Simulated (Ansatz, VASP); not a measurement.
**Two plane-wave programs on LiTlS2**

```
Li S Tl
1.0
     3.98375    0.00000    0.00000
     0.00000    3.98375    0.00000
     0.00000    0.00000    5.60204
Li S Tl
1 2 1
Direct
  0.00000 0.00000 0.00000
  0.00000 0.50000 0.23090
  0.50000 0.00000 0.76910
  0.50000 0.50000 0.50000
```

Alike in both runs: task single point; functional r2SCAN; k mesh 6 × 6 × 4; no spin polarisation.

```csv
,VASP,Ansatz
version,VASP 6.6.1,Ansatz 0.2.0
potentials or method,"VASP PAW PBE potentials, release 64 (Li_sv, S, Tl_d)","plane waves, PAW"
plane-wave cutoff (eV),520,500
occupations,"gaussian, width 0.01 eV",fixed
valence electrons in the cell,28,28
```

Ansatz gave:

- gap on the k mesh at the Fermi level (eV): 1.38
- rms of the force components (eV/Å): 0.142

Estimate VASP's values.

gap on the k mesh at the Fermi level (eV): 1.40; rms of the force components (eV/Å): 0.141.

VASP's potentials were made for PBE, not for r2SCAN.

Spin-orbit coupling is off throughout. Noted on VASP's run: the cutoff is short for stress, so the pressure is rough.
